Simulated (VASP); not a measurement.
# BAs (Pm-3m) in VASP: a series of runs

BAs is run at these levels: LDA; tasks: single point.

All numbers are computed with VASP 6.6.1; they aren't measurements. Logs are shortened: lines on timing, memory, paths and dates and some standing lists are left out, and cuts for length are marked.

## (1) The cell of the first run

Symmetry: Pm-3m, No. 221, cubic system. Conventional cell: a = 2.892 Å, b = 2.892 Å, c = 2.892 Å, α = 90.00°, β = 90.00°, γ = 90.00°. Within 3.3 Å of B (site symmetry m-3m) lie 8 As at 2.50 Å and 6 B at 2.89 Å. Within 3.3 Å of As (site symmetry m-3m) lie 8 B at 2.50 Å and 6 As at 2.89 Å.

## (2) Single point, LDA

Input file INCAR:

```
SYSTEM = BAs
  PREC = Accurate
  ENCUT = 520
  EDIFF = 1E-6
  ISMEAR = 0
  SIGMA = 0.05
  LREAL = .FALSE.
  LASPH = .TRUE.
  NELM = 100
  ALGO = Normal
  ISIF = 2
  LWAVE = .FALSE.
  LCHARG = .FALSE.
  GGA = CA
  NBANDS = 11
```

Input file KPOINTS:

```
Automatic mesh
0
G
  6 6 6
  0 0 0
```

Input file POSCAR:

```
BAs
1.0
    2.8922988674      0.0000000000      0.0000000000
    0.0000000000      2.8922988674      0.0000000000
    0.0000000000      0.0000000000      2.8922988674
B As
1 1
Direct
    0.0000000000      0.0000000000      0.0000000000
    0.5000000000      0.5000000000      0.5000000000
```

Potentials or basis: VASP PAW LDA potentials, release 64 (B, As).

Launch:

```console
> cat potpaw_LDA.64/B/POTCAR potpaw_LDA.64/As/POTCAR > POTCAR
> mpirun -np 1 vasp_std > vasp.out
```

OUTCAR:

```text
SYSTEM = BAs
   PREC = Accurate
   ENCUT = 520
   EDIFF = 1E-6
   ISMEAR = 0
   LREAL = .FALSE.
   LASPH = .TRUE.
   NELM = 100
   ISIF = 2
   GGA = CA

 ion  position               nearest neighbor table
   1  0.000  0.000  0.000-   2 2.50   2 2.50   2 2.50   2 2.50   2 2.50   2 2.50   2 2.50   2 2.50

   2  0.500  0.500  0.500-   1 2.50   1 2.50   1 2.50   1 2.50   1 2.50   1 2.50   1 2.50   1 2.50

  LATTYP: Found a simple cubic cell.
 ALAT       =     2.8922988674

  Lattice vectors:

 A1 = (   2.8922988674,   0.0000000000,   0.0000000000)
 A2 = (   0.0000000000,   2.8922988674,   0.0000000000)
 A3 = (   0.0000000000,   0.0000000000,   2.8922988674)

Analysis of symmetry for initial positions (statically):
=====================================================================
 Subroutine PRICEL returns:
 Original cell was already a primitive cell.

 Routine SETGRP: Setting up the symmetry group for a
 simple cubic supercell.

 Subroutine GETGRP returns: Found 48 space group operations
 (whereof 48 operations were pure point group operations)
 out of a pool of 48 trial point group operations.

The static configuration has the point symmetry O_h .

Analysis of symmetry for dynamics (positions and initial velocities):
=====================================================================
 Subroutine PRICEL returns:
 Original cell was already a primitive cell.

 Routine SETGRP: Setting up the symmetry group for a
 simple cubic supercell.

 Subroutine GETGRP returns: Found 48 space group operations
 (whereof 48 operations were pure point group operations)
 out of a pool of 48 trial point group operations.

The dynamic configuration has the point symmetry O_h .

 Subroutine INISYM returns: Found 48 space group operations
 (whereof 48 operations are pure point group operations),
 and found     1 'primitive' translations

----------------------------------------------------------------------------------------

                                     Primitive cell

  volume of cell :      24.1952

  direct lattice vectors                    reciprocal lattice vectors
     2.892298867  0.000000000  0.000000000     0.345745736  0.000000000  0.000000000
     0.000000000  2.892298867  0.000000000     0.000000000  0.345745736  0.000000000
     0.000000000  0.000000000  2.892298867     0.000000000  0.000000000  0.345745736

  length of vectors
     2.892298867  2.892298867  2.892298867     0.345745736  0.345745736  0.345745736

  position of ions in fractional coordinates (direct lattice)
     0.000000000  0.000000000  0.000000000
     0.500000000  0.500000000  0.500000000

  ion indices of the primitive-cell ions
   primitive index   ion index
                 1           1
                 2           2

----------------------------------------------------------------------------------------

 KPOINTS: Automatic mesh

Automatic generation of k-mesh.
 Grid dimensions read from file:
 generate k-points for:    6    6    6

 Generating k-lattice:

  Cartesian coordinates                     Fractional coordinates (reciprocal lattice)
     0.057624289  0.000000000  0.000000000     0.166666667  0.000000000  0.000000000
     0.000000000  0.057624289  0.000000000     0.000000000  0.166666667  0.000000000
     0.000000000  0.000000000  0.057624289     0.000000000  0.000000000  0.166666667

  Length of vectors
     0.057624289  0.057624289  0.057624289

  Shift w.r.t. Gamma in fractional coordinates (k-lattice)
     0.000000000  0.000000000  0.000000000

 Subroutine IBZKPT returns following result:
 ===========================================

 Found     20 irreducible k-points:

 Following reciprocal coordinates:
            Coordinates               Weight
  0.000000  0.000000  0.000000      1.000000
  0.166667  0.000000  0.000000      6.000000
  0.333333  0.000000  0.000000      6.000000
  0.500000  0.000000  0.000000      3.000000
  0.166667  0.166667  0.000000     12.000000
  0.333333  0.166667  0.000000     24.000000
[... 12 lines left out ...]
  0.500000  0.500000  0.333333      6.000000
  0.500000  0.500000  0.500000      1.000000
   k-points           NKPTS =     20   k-points in BZ     NKDIM =     20   number of bands    NBANDS=     11
   number of dos      NEDOS =    301   number of ions     NIONS =      2
   total plane-waves  NPLWV =  13824
   dimension x,y,z NGX =    24 NGY =   24 NGZ =   24
   dimension x,y,z NGXF=    48 NGYF=   48 NGZF=   48
   ions per type =               1   1
   NGX,Y,Z   is equivalent  to a cutoff of  13.79, 13.79, 13.79 a.u.
   NGXF,Y,Z  is equivalent  to a cutoff of  27.59, 27.59, 27.59 a.u.
 SYSTEM =  BAs
   PREC   = accura    normal or accurate (medium, high low for compatibility)
   ISTART =      0    job   : 0-new  1-cont  2-samecut
   ICHARG =      2    charge: 1-file 2-atom 10-const
   ISPIN  =      1    spin polarized calculation?
   LNONCOLLINEAR =      F non collinear calculations
   LSORBIT =      F    spin-orbit coupling
   LASPH  =      T    aspherical Exc in radial PAW
   ENCUT  =  520.0 eV  38.22 Ry    6.18 a.u.   5.38  5.38  5.38*2*pi/ulx,y,z
   NELM   =    100;   NELMIN=  2; NELMDL= -5     # of ELM steps
   EDIFF  = 0.1E-05   stopping-criterion for ELM
   LREAL  =      F    real-space projection
   EDIFFG = 0.1E-04   stopping-criterion for IOM
   NSW    =      0    number of steps for IOM
   IBRION =     -1    ionic relax: 0-MD 1-quasi-New 2-CG
   NFREE  =      0    steps in history (QN), initial steepest desc. (CG)
   ISIF   =      2    stress and relaxation
   ISYM   =      2    0-nonsym 1-usesym 2-fastsym
   POTIM  = 0.5000    time-step for ionic-motion
   TEBEG  =    0.0;   TEEND  =   0.0 temperature during run
   PSTRESS=    0.0 pullay stress
   NELECT =       8.0000    total number of electrons
   NUPDOWN=      -1.0000    fix difference up-down
   EMIN   =  10.00;   EMAX   =-10.00  energy-range for DOS
   EFERMI =   0.00;   METHOD = LEGACY
   ISMEAR =     0;   SIGMA  =   0.05  broadening in eV -4-tet -1-fermi 0-gaus
   EFERMI_NEDOS =   21; number of points for ismear=-14 and -15
   IALGO  =     38    algorithm
   IMIX   =      4    mixing-type and parameters
     AMIX     =   0.40;   BMIX     =  1.00
     AMIX_MAG =   1.60;   BMIX_MAG =  1.00
  volume/ion in A,a.u.               =      12.10        81.64
  Fermi-wavevector in a.u.,A,eV,Ry     =   1.132040  2.139245 17.436055  1.281514
  Thomas-Fermi vector in A             =   2.268740
   LORBIT       =      0    0 simple, 1 ext, 2 COOP (PROOUT), +10 PAW based schemes
   GGA     = CA    functional components
   LHFCALC =     F    Hartree Fock is set to
   AEXX    =    0.0000 exact exchange contribution
   IVDW    =     0    specifies the selected vdW correction
   LEPSILON=     F    determine dielectric tensor
   LRPA    =     F    only Hartree local field effects (RPA)
 non-spin polarized calculation
 Gauss-broadening in eV      SIGMA  =   0.05
  energy-cutoff  :      520.00
  volume of cell :       24.20
 maximum number of plane-waves:       672
 NGX is ok and might be reduce to    24
   NGX = 11   NGY = 11   NGZ = 11

 number of electron       8.0000001 magnetization

 Free energy of the ion-electron system (eV)
  ---------------------------------------------------
  ext. energy  EPLUGINS =         0.00000000
  ---------------------------------------------------
  free energy    TOTEN  =        -9.87183936 eV

  energy without entropy =       -9.87134119  energy(sigma->0) =       -9.87159027

 E-fermi :   7.8229     XC(G=0): -11.6868

 val. band max:        7.7562426544   @ k =   0.1667   0.1667   0.0000
 cond. band min:       7.8781130751   @ k =   0.5000   0.5000   0.3333
 fundamental gap:      0.1218704207
 Fermi energy:         7.8228953463

 k-point     1 :       0.0000    0.0000    0.0000
  band No.  band energies     occupation
      1      -8.3713      2.00000
      2       6.8378      2.00000
      3       6.8378      2.00000
      4       6.8378      2.00000
      5       7.9332      0.00181
      6      13.4493      0.00000
      7      13.4493      0.00000
      8      17.3608      0.00000
      9      17.3608      0.00000
     10      17.3608      0.00000
     11      27.1038      0.00000

 k-point     2 :       0.1667    0.0000    0.0000
  band No.  band energies     occupation
      1      -7.9214      2.00000
      2       3.4899      2.00000
      3       7.3023      2.00000
      4       7.3023      2.00000
      5       9.2258      0.00000
      6      13.9094      0.00000
      7      15.6611      0.00000
      8      16.2154      0.00000
      9      16.2154      0.00000
     10      17.2908      0.00000
     11      25.5176      0.00000

 k-point     3 :       0.3333    0.0000    0.0000
  band No.  band energies     occupation
      1      -6.6301      2.00000
      2      -0.3334      2.00000
      3       8.6655      0.00000
      4       8.6655      0.00000
      5      10.3177      0.00000
      6      13.6062      0.00000
      7      13.6062      0.00000
      8      14.1329      0.00000
      9      15.2612      0.00000
     10      21.2986      0.00000
     11      22.5644      0.00000

 k-point     4 :       0.5000    0.0000    0.0000
  band No.  band energies     occupation
      1      -5.3194      2.00000
      2      -2.5323      2.00000
      3      10.5758      0.00000
      4      10.5758      0.00000
      5      11.1396      0.00000
      6      11.1396      0.00000
      7      11.3519      0.00000
      8      12.6832      0.00000
      9      16.8315      0.00000
     10      18.7718      0.00000
     11      26.6404      0.00000
[... 183 lines left out ...]
 k-point    18 :       0.5000    0.3333    0.3333
  band No.  band energies     occupation
      1      -1.7733      2.00000
      2       0.9518      2.00000
      3       4.2836      2.00000
      4       5.5467      2.00000
      5       5.8694      2.00000
      6       6.4455      2.00000
      7      10.7629      0.00000
      8      10.7800      0.00000
      9      24.9420      0.00000
     10      25.4945      0.00000
     11      26.1459      0.00000

 k-point    19 :       0.5000    0.5000    0.3333
  band No.  band energies     occupation
      1      -0.5116      2.00000
      2       2.6262      2.00000
      3       2.6262      2.00000
      4       3.7494      2.00000
      5       6.5654      2.00000
      6       7.8781      0.11834
      7       8.4167      0.00000
      8       8.4167      0.00000
      9      26.2640      0.00000
     10      26.5142      0.00000
     11      26.5142      0.00000

 k-point    20 :       0.5000    0.5000    0.5000
  band No.  band energies     occupation
      1       0.5662      2.00000
      2       4.5614      2.00000
      3       4.5614      2.00000
      4       4.5614      2.00000
      5       5.4147      2.00000
      6       5.6253      2.00000
      7       5.6253      2.00000
      8       5.6253      2.00000
      9      27.5923      0.00000
     10      27.5923      0.00000
     11      27.5923      0.00000

------------------------ aborting loop because EDIFF is reached ----------------------------------------

  FORCE on cell =-STRESS in cart. coord.  units (eV):
  Direction    XX          YY          ZZ          XY          YZ          ZX
  --------------------------------------------------------------------------------------
  -------------------------------------------------------------------------------------
  Total        0.0520031      0.0520031      0.0520031      0.0000000     -0.0000000      0.0000000
  in kB        3.4435787      3.4435787      3.4435787      0.0000000     -0.0000000      0.0000000
  external PRESSURE =       3.4435787 kB  Pullay stress =       0.0000000 kB

 VOLUME and BASIS-vectors are now :
 -----------------------------------------------------------------------------
  energy-cutoff  :      520.00
  volume of cell :       24.20
      direct lattice vectors                 reciprocal lattice vectors
     2.892298867  0.000000000  0.000000000     0.345745736  0.000000000  0.000000000
     0.000000000  2.892298867  0.000000000     0.000000000  0.345745736  0.000000000
     0.000000000  0.000000000  2.892298867     0.000000000  0.000000000  0.345745736

 POSITION                                       TOTAL-FORCE (eV/Angst)
 -----------------------------------------------------------------------------------
      0.00000      0.00000      0.00000         0.000000      0.000000      0.000000
      1.44615      1.44615      1.44615         0.000000      0.000000      0.000000
 -----------------------------------------------------------------------------------
    total drift:                                0.000000     -0.000000     -0.000000

  FREE ENERGIE OF THE ION-ELECTRON SYSTEM (eV)
  ---------------------------------------------------
  free  energy   TOTEN  =        -9.8718393593 eV

  energy  without entropy=       -9.8713411852  energy(sigma->0) =       -9.87159027
```

It took 3.4 s on 1 thread of Intel Xeon Platinum 8488C (Sapphire Rapids), shared host; peak memory 0.12 GiB.

Results:

```yaml
Free_energy: -9.8718 eV
Pressure: 0.3 GPa
Band_gap_on_the_k_mesh: zero (band 4 reaches 10.58 eV, above the bottom of band 5 at 5.41 eV)
```

Levels at points of the mesh, in eV from the Fermi level:
```
           k point  band 1  band 2  band 3  band 4  band 5  band 6  band 7  band 8
(0.00, 0.00, 0.00)  -16.19   -0.99   -0.99   -0.99    0.11    5.63    5.63    9.54
(0.50, 0.00, 0.00)  -13.14  -10.36    2.75    2.75    3.32    3.32    3.53    4.86
(0.50, 0.50, 0.00)   -9.98   -7.14   -7.14   -5.52    4.07    5.30    7.26    7.26
(0.50, 0.50, 0.50)   -7.26   -3.26   -3.26   -3.26   -2.41   -2.20   -2.20   -2.20
```

Caveat: the k points lie up to 0.36 Å⁻¹ apart.

(Continued in part 2 of 2.)
